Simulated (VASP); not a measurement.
Wanted: the native input for a VASP 6.6.1 run.

```yaml
Task: relaxation of shape and atoms at fixed volume
Functional: PBEsol
Potentials_or_basis: VASP PAW PBE potentials, release 64 (W_sv, Se)
Cutoff: 600 eV
k_mesh: 12 × 12 × 2
Occupations: gaussian, width 0.02 eV
Spin: no spin polarisation
Dipole_correction: no
Further_INCAR_settings: ALGO = Normal; EDIFF = 1e-07; IBRION = 2; EDIFFG = -0.01; NSW = 50; ISIF = 4
```

The structure of WSe2 lies in POSCAR:

```
WSe2
1.0
    3.3029984913      0.0000000000      0.0000000000
   -1.6514992456      2.8604806021      0.0000000000
    0.0000000000      0.0000000000     24.2209618956
W Se
2 4
Direct
    0.6666666667      0.3333333333      0.1376486585
    0.3333333333      0.6666666667      0.8623513415
    0.3333333333      0.6666666667      0.2073654521
    0.6666666667      0.3333333333      0.9321646897
    0.3333333333      0.6666666667      0.0678353103
    0.6666666667      0.3333333333      0.7926345479
```

The input as run:

INCAR

```
SYSTEM = WSe2
PREC     = Accurate       ! precision mode
ENCUT    = 600            ! plane-wave cutoff, eV
EDIFF    = 1E-7           ! SCF threshold, eV
ISMEAR   = 0              ! smearing method
SIGMA    = 0.02           ! smearing width, eV
LREAL    = .False.        ! projectors in reciprocal space
LASPH    = .True.         ! aspherical terms in the spheres
NELM     = 60             ! most SCF steps
ALGO     = Normal         ! electronic algorithm
ISIF     = 4              ! what is computed and relaxed
LWAVE    = .False.        ! write WAVECAR
LCHARG   = .False.        ! write CHGCAR
GGA      = PS             ! functional
IBRION   = 2              ! ionic algorithm
NSW      = 50             ! ionic steps
EDIFFG   = -0.01          ! ionic threshold
LUSENCCL = .False.
```

KPOINTS

```
Automatic mesh
0
Gamma
  12 12 2
  0 0 0
```

Potentials or basis: VASP PAW PBE potentials, release 64 (W_sv, Se).

Launch:

```bash
$ cat potpaw_PBE.64/W_sv/POTCAR potpaw_PBE.64/Se/POTCAR > POTCAR
$ mpirun -np 1 vasp_std > vasp.out
```

It gave:

```yaml
Energy_gained_by_relaxing: 6.1 meV/atom
Ionic_steps: 27
Largest_force_after_relaxing: 0.005 eV/Å
Band_gap_on_the_k_mesh: 1.41 eV (least direct gap 1.64 eV)
```

Caveat: there is no dipole correction, which matters where the two faces differ; the relaxation moved the vacuum too, so the length across it says nothing of the material; the PAW data sets were made with another functional, which shifts forces and pressure a little; spin-orbit coupling is left out, which moves the levels of the heavy elements.

Run time: 14 min on 1 × NVIDIA H100 80GB with 1 thread of AMD EPYC 7R13 Processor (Zen 3), with other jobs on the host, peak memory 1.5 GiB.
